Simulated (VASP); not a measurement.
Input of a VASP 6.6.1 run:

The input INCAR:

```
SYSTEM = Eu
PREC = Accurate
ENCUT = 520
EDIFF = 1E-7
ISMEAR = -1
SIGMA = 0.05
LREAL = .False.
LASPH = .True.
NELM = 150
ALGO = Normal
ISIF = 2
LWAVE = .False.
LCHARG = .True.
ISPIN = 2
MAGMOM = 7.126
LORBIT = 11
LMAXMIX = 6
GGA = RP
LELF = .True.
LVHAR = .True.
NBANDS = 18
```

Contents of KPOINTS:

```
regular mesh
0
Gamma
  13 13 13
  0 0 0
```

The input POSCAR:

```
Eu
1.0
   -2.2646760641      2.2646760641      2.2646760641
    2.2646760641     -2.2646760641      2.2646760641
    2.2646760641      2.2646760641     -2.2646760641
Eu
1
Direct
    0.0000000000      0.0000000000      0.0000000000
```

Potentials or basis: VASP PAW PBE potentials, release 64 (Eu).

Launch:

```console
$ cat potpaw_PBE.64/Eu/POTCAR > POTCAR
$ mpirun -np 1 vasp_std > vasp.out
```

Task: What does it give for the pressure?

Result: -0.3 GPa.

Task: What does it give for the net moment?

Result: 7.40 μB per cell.

Task: What does it give for the site moments?

Result: Eu +6.70 μB.

Caveat: the PAW data sets were made with another functional, which shifts forces and pressure a little. The state reached can hang on the start; a lower one may exist.
